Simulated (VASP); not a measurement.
**C: single point with B3LYP**

C:

```
C
1.0
     4.75978    0.00000    0.00000
     0.00000    4.75978    0.00000
     0.00000    0.00000    1.26977
C
1
Direct
  0.50000 0.50000 0.50000
```

| Quantity | Value |
| --- | --- |
| Program | VASP 6.6.1 |
| Task | single point |
| Functional | B3LYP |
| Potentials or basis | VASP PAW PBE potentials, release 64 (C) |
| Cutoff | 520 eV |
| k mesh | 3 × 3 × 10 |
| Occupations | fermi-dirac, width 0.05 eV |
| Spin | no spin polarisation |
| Dipole correction | no |
| Grid for exact exchange (PRECFOCK) | Normal |
| Further INCAR settings | ALGO = Normal; EDIFF = 1e-06; NBANDS = 8 |

| Item | Value |
| --- | --- |
| Pressure | -0.1 GPa |
| Band gap on the k mesh | zero (band 2 reaches 7.99 eV, above the bottom of band 3 at -9.04 eV) |

Stress tensor (GPa, compression positive):
```
 0.00  0.00  0.00
 0.00  0.00  0.00
 0.00  0.00 -0.29
```

Levels at points of the mesh, in eV from the Fermi level:
| k point | band 1 | band 2 | band 3 | band 4 | band 5 | band 6 |
| --- | --- | --- | --- | --- | --- | --- |
| (0.00, 0.00, 0.00) | -17.13 | -5.16 | -5.16 | 5.46 | 9.36 | 12.69 |
| (0.00, 0.00, 0.50) | -9.45 | 11.72 | 14.41 | 14.41 | 26.11 | 26.11 |

Run time: 54 s on 1 thread of Intel(R) Xeon(R) Platinum 8488C (Sapphire Rapids) (shared host), peak memory 0.13 GiB.

Caveat: the k points lie up to 0.49 Å⁻¹ apart; the PAW data sets were made with another functional, which shifts forces and pressure a little.
